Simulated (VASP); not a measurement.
Here is a VASP 6.6.1 calculation.

INCAR

```
SYSTEM = Mn
ALGO     = Normal         ! electronic algorithm
EDIFF    = 1E-6           ! SCF threshold, eV
ENCUT    = 500            ! plane-wave cutoff, eV
GGA      = PE             ! functional
GGA_COMPAT= .False.      
ISIF     = 2              ! what is computed and relaxed
ISMEAR   = -1             ! smearing method
ISPIN    = 2              ! spin polarisation
LASPH    = .True.         ! aspherical terms in the spheres
LCHARG   = .False.        ! write CHGCAR
LMAXMIX  = 4              ! l up to which the mixer works
LORBIT   = 11             ! projections on sites
LREAL    = .False.        ! projectors in reciprocal space
LWAVE    = .False.        ! write WAVECAR
MAGMOM   = -3.55 3.55     ! initial moments
NBANDS   = 24             ! bands
NELM     = 200            ! most SCF steps
PREC     = Accurate       ! precision mode
SIGMA    = 0.1            ! smearing width, eV
```

The input KPOINTS:

```
k-points
0
Gamma
  4 4 4
  0 0 0
```

The input POSCAR:

```
Mn
1.0
    3.0600000000      0.0000000000      0.0000000000
    0.0000000000      3.0600000000      0.0000000000
    0.0000000000      0.0000000000      3.0600000000
Mn
2
Direct
    0.0000000000      0.0000000000      0.0000000000
    0.5000000000      0.5000000000      0.5000000000
```

Potentials or basis: VASP PAW PBE potentials, release 64 (Mn_pv).

Run with:

```console
$ cat potpaw_PBE.64/Mn_pv/POTCAR > POTCAR
$ mpirun -np 1 vasp_std > vasp.out
```

Q: What does it give for the site moments?

A: Mn -3.26, +3.26 μB.

Q: Predict the band gap on the k mesh.

A: Zero (filled and empty bands overlap).

Caveat: the k points lie up to 0.51 Å⁻¹ apart, too coarse for converged energies and pressures of a metal.
